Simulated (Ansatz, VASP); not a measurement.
Two plane-wave programs on CsLiSi2

```
Cs Li Si
1.0
    -2.21495    2.21495    5.82544
     2.21495   -2.21495    5.82544
     2.21495    2.21495   -5.82544
Cs Li Si
1 1 2
Cartesian
  0.0000 0.0000 1.4422
  0.0000 0.0000 3.5914
  0.0000 0.0000 8.7098
  0.0000 0.0000 5.8254
```

Alike in both runs: task single point; functional PBE; k mesh 6 × 6 × 6; occupations gaussian, width 0.1 eV; no spin polarisation.

|  | VASP | Ansatz |
| --- | --- | --- |
| version | VASP 6.6.1 | Ansatz 0.2.0 |
| potentials or method | VASP PAW PBE potentials, release 64 (Cs_sv, Li_sv, Si), cutoff 520 eV | scalar-relativistic, plane waves, PAW |
| valence electrons in the cell | 20 | 20 |

|  | VASP | Ansatz | Ansatz less VASP |
| --- | --- | --- | --- |
| gap on the k mesh at the Fermi level (eV) | none | none | - |
| rms of the force components (eV/Å) | 1.452 | 1.432 | -0.0208 |

Atom by atom the forces differ by 0.022 eV/Å (rms over components). A gap of «none» marks a metal or a gap that the smearing closes.

Spin-orbit coupling is off throughout. Noted on VASP's run: the cutoff is under 1.25 times that of the potentials, so the pressure is a little rough.
